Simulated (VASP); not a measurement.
Input of a VASP 6.6.1 run:

Contents of INCAR:

```
ALGO     = Normal         # electronic algorithm
EDIFF    = 1E-6           # SCF threshold, eV
ENCUT    = 520            # plane-wave cutoff, eV
GGA      = PE             # functional
ISIF     = 2              # what is computed and relaxed
ISMEAR   = 0              # smearing method
LASPH    = True           # aspherical terms in the spheres
LCHARG   = False          # write CHGCAR
LREAL    = Auto         
LWAVE    = False          # write WAVECAR
NBANDS   = 54             # bands
NELM     = 100            # most SCF steps
PREC     = Accurate       # precision mode
SIGMA    = 0.1            # smearing width, eV
```

The input KPOINTS:

```
k-points
0
Gamma
  2 2 2
```

File POSCAR:

```
NaAgPtC6N6
1.0
   -0.3088782976      5.2880612470      6.3567043928
    5.4385816077      0.1532053803      5.9026818201
    5.5804502389      4.9746963374      0.0047946365
Na Ag Pt C N
1 1 1 6 6
Direct
    0.0554647543      0.2586199873      0.2441988647
   -0.0790733815     -0.0608119035      1.1182229547
    0.5261408644      0.4958212440      0.4911029627
    0.7588527903      0.1057350816      0.3418796000
    0.8026007344      0.2101705298      0.8351352433
    0.8058536763      0.7177393721      0.1932366956
    0.2711932618      0.9489703263      0.5187015362
    0.2157790567      0.7509531385      0.1898851576
    0.2365705821      0.3327291650      0.8769874452
    0.6743047338      0.2380346511      0.4134945994
    0.7029628127      0.3370324876      0.7028872502
    0.7149425675      0.6171272309      0.2768275076
    0.3756927820      0.7664195782      0.5439826145
    0.3476888529      0.6479378440      0.2829245310
    0.3410259124      0.3835212669      0.7205330371
```

Potentials or basis: VASP PAW PBE potentials, release 64 (Na_pv, Ag, Pt, C, N).

The run is started by

```sh
$ cat potpaw_PBE.64/Na_pv/POTCAR potpaw_PBE.64/Ag/POTCAR potpaw_PBE.64/Pt/POTCAR potpaw_PBE.64/C/POTCAR potpaw_PBE.64/N/POTCAR > POTCAR
$ mpirun -np 1 vasp_std > vasp.out
```

Question: What does it give for the largest force?

Answer: 0.390 eV/Å.

Question: Predict the band gap on the k mesh.

Answer: 2.03 eV (least direct gap 2.11 eV).

Stress tensor (GPa, compression positive):
```
 0.33 -0.08 -0.06
-0.08  0.37  0.00
-0.06  0.00  0.44
```

Caveat: the k points lie up to 0.51 Å⁻¹ apart; spin-orbit coupling is left out, which moves the levels of the heavy elements. A k mesh can miss the band edges.
